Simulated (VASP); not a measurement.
RuAu:

```
CELL_PARAMETERS angstrom
3.16481 0.00000 0.00000
0.00000 3.16481 0.00000
0.00000 0.00000 3.16481
ATOMIC_POSITIONS crystal
Ru 0.00000 0.00000 0.00000
Au 0.50000 0.50000 0.50000
```

* Program: VASP 6.6.1
* Task: relaxation of cell and atoms
* Functional: PBE-based screened hybrid with 25 % exact exchange
* Potentials or basis: VASP PAW PBE potentials, release 64 (Ru_pv, Au)
* Cutoff: 600 eV
* k mesh: 4 × 4 × 4
* Occupations: fermi-dirac, width 0.05 eV
* Spin: no spin polarisation

At the start: pressure -5.7 GPa; volume 15.85 Å³/atom.

How do energy, volume and symmetry change on relaxing?

Over 3 steps the energy falls by 7.7 meV/atom and the volume is 15.44 Å³/atom (-2.6 %); space group Pm-3m (No. 221, to 0.1 Å) before and after.

The path:
```csv
step,energy change (eV),largest force (eV/Å),pressure (GPa),volume (Å³)
1,0.0000,0.0000,-5.73,31.70
2,0.0590,0.0000,14.95,29.17
3,-0.0154,0.0000,-0.08,30.88
```

Final structure:
```
CELL_PARAMETERS angstrom
3.13719 0.00000 0.00000
0.00000 3.13719 0.00000
0.00000 0.00000 3.13719
ATOMIC_POSITIONS crystal
Ru 0.00000 0.00000 0.00000
Au 0.50000 0.50000 0.50000
```

Caveat: the k points lie up to 0.50 Å⁻¹ apart in the final cell, too coarse for converged energies and pressures of a metal; the PAW data sets were made with another functional, which shifts forces and pressure a little.
